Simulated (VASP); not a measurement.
Input of a VASP 6.6.1 run:

The input INCAR:

```
SYSTEM = Rh
ALGO = Normal
EDIFF = 1E-6
ENCUT = 520
GGA = PE
ISIF = 2
ISMEAR = 0
LASPH = .TRUE.
LCHARG = .TRUE.
LELF = .TRUE.
LREAL = .FALSE.
LVHAR = .TRUE.
LWAVE = .FALSE.
NBANDS = 70
NELM = 100
PREC = Accurate
SIGMA = 0.1
```

The input KPOINTS:

```
k-points
0
G
  6 6 2
  0 0 0
```

File POSCAR:

```
Rh
1.0
    3.9739115054      0.0000000000      0.0000000000
   -1.9869557527      3.4415083161      0.0000000000
    0.0000000000      0.0000000000     12.2111915884
Rh
8
Direct
    0.0000000000      0.0000000000      0.0985649993
    0.0000000000      0.0000000000      0.5985649993
    0.0000000000      0.0000000000      0.4014350007
    0.0000000000      0.0000000000      0.9014350007
    0.3333333333      0.6666666667      0.1524607775
    0.6666666667      0.3333333333      0.6524607775
    0.3333333333      0.6666666667      0.3475392225
    0.6666666667      0.3333333333      0.8475392225
```

Potentials or basis: VASP PAW PBE potentials, release 64 (Rh_pv).

Run with:

```sh
$ cat potpaw_PBE.64/Rh_pv/POTCAR > POTCAR
$ mpirun -np 1 vasp_std > vasp.out
```

Question: What does it give for the pressure?

Answer: 0.1 GPa.

Question: Estimate the largest force.

Answer: 0.011 eV/Å.

Question: Estimate the band gap on the k mesh.

Answer: Zero (band 60 reaches 6.93 eV, above the bottom of band 61 at 5.89 eV).

Forces in eV/Å, atoms in the order of the input:
```
Rh   0.000  0.000  0.011
Rh   0.000  0.000  0.011
Rh   0.000  0.000 -0.011
Rh   0.000  0.000 -0.011
Rh   0.000  0.000 -0.006
Rh   0.000  0.000 -0.006
Rh   0.000  0.000  0.006
Rh   0.000  0.000  0.006
```
